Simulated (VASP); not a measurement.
Os2Rh:

```
Os Rh
1.0
    -1.34616    1.93844    4.07566
     1.34616   -1.93844    4.07566
     1.34616    1.93844   -4.07566
Os Rh
2 1
Direct
  0.67145 0.67145 0.00000
  0.32855 0.32855 0.00000
  0.00000 0.00000 0.00000
```

- Program: VASP 6.6.1
- Task: relaxation of cell and atoms
- Functional: PBE
- Potentials or basis: VASP PAW PBE potentials, release 64 (Os, Rh_pv)
- Cutoff: 600 eV
- k mesh: 8 × 8 × 8
- Occupations: gaussian, width 0.1 eV
- Spin: no spin polarisation

At the start: pressure 0.6 GPa; volume 14.18 Å³/atom.

Task: How do energy, volume and symmetry change on relaxing?

Result: Over 7 steps the energy falls by 2.2 meV/atom and the volume is 14.20 Å³/atom (+0.2 %); space group Immm (No. 71, to 0.1 Å) before and after.

Step by step:
```tsv
step	energy change (eV)	largest force (eV/Å)	pressure (GPa)	volume (Å³)
1	0.0000	0.0761	0.64	42.54
2	-0.0024	0.0711	-2.31	42.88
3	-0.0055	0.0113	-1.06	42.74
4	-0.0032	0.0353	2.63	42.30
5	-0.0065	0.0202	0.21	42.58
6	-0.0065	0.0399	-0.16	42.63
7	-0.0066	0.0317	0.03	42.61
```

Final structure:
```
Os Rh
1.0
    -1.35680    1.92073    4.08762
     1.35680   -1.92073    4.08762
     1.35680    1.92073   -4.08762
Os Rh
2 1
Direct
  0.67123 0.67123 0.00000
  0.32877 0.32877 0.00000
  0.00000 0.00000 0.00000
```
